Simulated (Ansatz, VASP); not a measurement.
# One calculation of Zn4SeS3, two programs

```xyz
8
Lattice="3.9006 0.0000 0.0000 0.0000 3.9006 0.0000 0.0000 0.0000 11.0276" Properties=species:S:1:pos:R:3 pbc="T T T"
Zn    1.9503    0.0000    9.6880
Zn    0.0000    1.9503    1.3396
Zn    1.9503    0.0000    4.0237
Zn    0.0000    1.9503    7.0039
Se    0.0000    0.0000    5.5138
S     0.0000    0.0000    0.0000
S     1.9503    1.9503    2.6817
S     1.9503    1.9503    8.3459
```

Alike in both runs: functional PBE; k mesh 8 × 8 × 4; occupations gaussian, width 0.02 eV; no spin polarisation.

Ansatz relaxed the structure, and its values are those at the end. VASP's run is a single point on that final structure, the one shown.

```csv
,VASP,Ansatz
version,VASP 6.6.1,Ansatz 0.2.0
potentials or method,"VASP PAW PBE potentials, release 64 (Zn, Se, S), cutoff 520 eV","scalar-relativistic, plane waves, PAW"
valence electrons in the cell,72,82
```

|  | VASP | Ansatz | Ansatz less VASP |
| --- | --- | --- | --- |
| gap on the k mesh at the Fermi level (eV) | 1.70 | 1.70 | -0.002 |
| least direct gap on the mesh (eV) | 1.70 | 1.70 | -0.002 |
| pressure (GPa) | 0.2 | 0.0 | -0.16 |

VASP's potentials hold 72 valence electrons a cell and Ansatz's 82, so a difference there can come from the potentials and not from the codes.
